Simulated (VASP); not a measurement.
Set up this calculation in VASP 6.6.1, as the native input.

| Item | Value |
| --- | --- |
| Task | single point |
| Functional | HSE06 |
| Potentials or basis | VASP PAW PBE potentials, release 64 (Ca_sv, Se) |
| Cutoff | 520 eV |
| k mesh | 6 × 6 × 2 |
| Occupations | gaussian, width 0.01 eV |
| Spin | no spin polarisation |
| Dipole correction | no |
| Grid for exact exchange (PRECFOCK) | Normal |
| Further INCAR settings | ALGO = Normal; EDIFF = 1e-06; NBANDS = 24 |
| Share of exact exchange | 0.25 |
| Screening parameter | 0.2079 1/Å |

Crystal: CaSe.

```xyz
4
Lattice="4.1317 0.0000 0.0000 -2.0658 3.5781 0.0000 0.0000 0.0000 7.1625" Properties=species:S:1:pos:R:3 pbc="T T T"
Ca    0.0000    0.0000    0.0000
Ca    0.0000    0.0000    3.5813
Se    0.0000    2.3854    1.7906
Se    2.0658    1.1927    5.3719
```

These files were run (other wordings do the same):

POSCAR

```
CaSe
1.0
    4.1316821780      0.0000000000      0.0000000000
   -2.0658410890      3.5781417265      0.0000000000
    0.0000000000      0.0000000000      7.1625032105
Ca Se
2 2
Direct
    0.0000000000      0.0000000000      0.0000000000
    0.0000000000      0.0000000000      0.5000000000
    0.3333333333      0.6666666667      0.2500000000
    0.6666666667      0.3333333333      0.7500000000
```

INCAR.step1

```
  PREC = Accurate
  ENCUT = 520
  EDIFF = 1E-5
  ISMEAR = 0
  SIGMA = 0.01
  LREAL = False
  LASPH = True
  NELM = 100
  ALGO = Normal
  ISIF = 2
  LWAVE = True
  LCHARG = False
  NBANDS = 24
  GGA = PE
  KPAR = 4
```

INCAR.step2

```
  PREC = Accurate
  ENCUT = 520
  EDIFF = 1E-6
  ISMEAR = 0
  SIGMA = 0.01
  LREAL = False
  LASPH = True
  NELM = 100
  ALGO = Normal
  ISIF = 2
  LWAVE = False
  LCHARG = False
  GGA = PE
  LHFCALC = True
  HFSCREEN = 0.2079
  PRECFOCK = Normal
  NBANDS = 24
  ISTART = 1
  KPAR = 4
```

KPOINTS

```
regular mesh
0
Gamma
  6 6 2
```

Potentials or basis: VASP PAW PBE potentials, release 64 (Ca_sv, Se).

The run is started by

```sh
$ cat potpaw_PBE.64/Ca_sv/POTCAR potpaw_PBE.64/Se/POTCAR > POTCAR
$ cp INCAR.step1 INCAR
$ mpirun -np 4 vasp_std > vasp.out
$ cp INCAR.step2 INCAR
$ mpirun -np 4 vasp_std > vasp.out
```

It gave:

* Pressure: 0.3 GPa
* Band gap on the k mesh: 3.21 eV (least direct gap 3.54 eV)

Caveat: the k points lie up to 0.44 Å⁻¹ apart; the PAW data sets were made with another functional, which shifts forces and pressure a little.

It took 52 min on 4 MPI ranks on AMD EPYC 7R13 Processor (Zen 3) (shared host), peak memory 0.35 GiB a rank.
